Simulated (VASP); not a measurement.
# SiO2: single point with r2SCAN

SiO2:

```
Si O
1.0
    -4.47204    4.47204    2.61177
     4.47204   -4.47204    2.61177
     4.47204    4.47204   -2.61177
Si O
4 8
Direct
  0.82311 0.82311 0.64622
  0.17689 0.82311 0.00000
  0.82311 0.17689 0.00000
  0.17689 0.17689 0.35378
  0.00000 0.79145 0.79145
  0.20855 0.00000 0.20855
  0.79145 0.00000 0.79145
  0.00000 0.20855 0.20855
  0.00000 0.00000 0.50000
  0.50000 0.00000 0.00000
  0.00000 0.50000 0.00000
  0.50000 0.50000 0.50000
```

```
Program                : VASP 6.6.1
Task                   : single point
Functional             : r2SCAN
Potentials or basis    : VASP PAW PBE potentials, release 64 (Si, O)
Cutoff                 : 520 eV
k mesh                 : 6 × 6 × 6
Occupations            : fermi-dirac, width 0.05 eV
Spin                   : no spin polarisation
Dipole correction      : no
Further INCAR settings : ALGO = Normal; EDIFF = 1e-06; NBANDS = 44
```

```
Pressure               : 0.2 GPa
Largest force          : 0.007 eV/Å
Band gap on the k mesh : 6.07 eV (least direct gap 6.08 eV)
```

Forces in eV/Å, atoms in the order of the input:
```
Si  -0.005 -0.005  0.000
Si  -0.005  0.005  0.000
Si   0.005 -0.005  0.000
Si   0.005  0.005  0.000
O   -0.006  0.000  0.000
O    0.000  0.006  0.000
O    0.000 -0.006  0.000
O    0.006  0.000  0.000
O    0.000  0.000  0.000
O    0.000  0.000  0.000
O    0.000  0.000  0.000
O    0.000  0.000  0.000
```

Stress tensor (GPa, compression positive):
```
0.13 0.00 0.00
0.00 0.13 0.00
0.00 0.00 0.36
```

Levels at points of the mesh, in eV from the valence-band top:
```tsv
k point	band 30	band 31	band 32	band 33	band 34	band 35
(0.00, 0.00, 0.00)	-0.67	-0.01	-0.01	6.07	8.98	9.57
(0.50, 0.00, 0.00)	-0.78	-0.59	-0.25	8.27	8.43	9.31
(0.50, 0.50, 0.00)	-0.38	-0.37	-0.24	7.19	7.62	9.55
(0.50, 0.50, 0.50)	-0.17	0.00	0.00	8.11	8.46	8.46
```

Run time: 16 min on 1 thread of Intel(R) Xeon(R) Platinum 8488C (Sapphire Rapids), with other jobs on the host, peak memory 0.52 GiB.

Caveat: the PAW data sets were made with another functional, which shifts forces and pressure a little. A k mesh can miss the band edges.
